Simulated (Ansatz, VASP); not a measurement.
## Ni: VASP beside Ansatz

```
CELL_PARAMETERS angstrom
2.45781 0.00000 0.00000
0.00000 2.45781 0.00000
0.00000 0.00000 3.48067
ATOMIC_POSITIONS crystal
Ni 0.00000 0.00000 0.00000
Ni 0.50000 0.50000 0.50000
```

Alike in both runs: task single point; functional r2SCAN; k mesh 7 × 7 × 5; occupations fermi-dirac, width 0.1 eV; collinear spin.

```csv
,VASP,Ansatz
version,VASP 6.6.1,Ansatz 0.2.0
potentials or method,"VASP PAW PBE potentials, release 64 (Ni), cutoff 520 eV","plane waves (500 eV) with PAW, scalar-relativistic"
valence electrons in the cell,20,36
```

|  | VASP | Ansatz | Ansatz less VASP |
| --- | --- | --- | --- |
| net moment per atom (μB) | 0.73 | 0.75 | +0.016 |
| size of the moment on the site where the two differ most (μB) | 0.75 | 0.81 | +0.064 |

VASP's potentials were made for PBE, not for r2SCAN. Site moments also hang on the region over which each program counts them. VASP's potentials hold 20 valence electrons a cell and Ansatz's 36, so a difference there can come from the potentials and not from the codes. Ansatz's warnings: stability check not made.

The k mesh is coarse, so the values compare programs but aren't converged.
